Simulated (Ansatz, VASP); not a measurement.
Bi in VASP and in Ansatz

INCAR

```
SYSTEM = Bi
PREC     = Accurate       ! precision mode
ENCUT    = 520            ! plane-wave cutoff, eV
EDIFF    = 1E-6           ! SCF threshold, eV
ISMEAR   = 0              ! smearing method
SIGMA    = 0.15           ! smearing width, eV
LREAL    = .FALSE.        ! projectors in reciprocal space
LASPH    = .TRUE.         ! aspherical terms in the spheres
NELM     = 60             ! most SCF steps
ALGO     = Fast           ! electronic algorithm
ISIF     = 2              ! what is computed and relaxed
LWAVE    = .FALSE.        ! write WAVECAR
LCHARG   = .FALSE.        ! write CHGCAR
GGA      = PE             ! functional
IVDW     = 12             ! dispersion correction
NBANDS   = 14             ! bands
```

KPOINTS

```
regular mesh
0
G
  16 16 16
  0 0 0
```

Contents of POSCAR:

```
Bi
1.0
   -1.6704473145      2.1113278374      2.0966318199
    1.6704473145     -2.1113278374      2.0966318199
    1.6704473145      2.1113278374     -2.0966318199
Bi
1
Direct
    0.0000000000      0.0000000000      0.0000000000
```

Input for Ansatz:

```yaml
crystal:
  lattice:
    - [-1.6704473145, 2.1113278374, 2.0966318199]
    - [1.6704473145, -2.1113278374, 2.0966318199]
    - [1.6704473145, 2.1113278374, -2.0966318199]
  atoms:
    - { symbol: Bi, position: [0.0, 0.0, 0.0] }
basis:
  ecutwfc: 420
kpoints:
  mp_grid: { grid: [16, 16, 16] }
hamiltonian:
  xc: pbe
  dispersion: d3bj
scf:
  occupations: { method: gaussian, width: 0.15 }
output:
  forces: true
  stress: true
  eigenvalues: true
```

Change from the starting cell: strain +e along x and -e along y -0.1125, strain +e along z and -e/2 along x and y +0.0700.

Alike in both runs: task single point; functional PBE; dispersion D3(BJ); k mesh 16 × 16 × 16; occupations gaussian, width 0.15 eV; no spin polarisation.

|  | VASP | Ansatz |
| --- | --- | --- |
| version | VASP 6.6.1 | Ansatz 0.2.0 |
| potentials or method | VASP PAW PBE potentials, release 64 (Bi_d), cutoff 520 eV | scalar-relativistic, plane waves, PAW |
| valence electrons in the cell | 15 | 15 |

```tsv
	VASP	Ansatz	Ansatz less VASP
gap on the k mesh at the Fermi level (eV)	none	none	-
pressure (GPa)	2.3	2.3	+0.06
traceless stress, the component that is largest in VASP (GPa)	2.04	2.05	+0.010
```

A gap of «none» marks a metal or a gap that the smearing closes.

Spin-orbit coupling is off throughout.
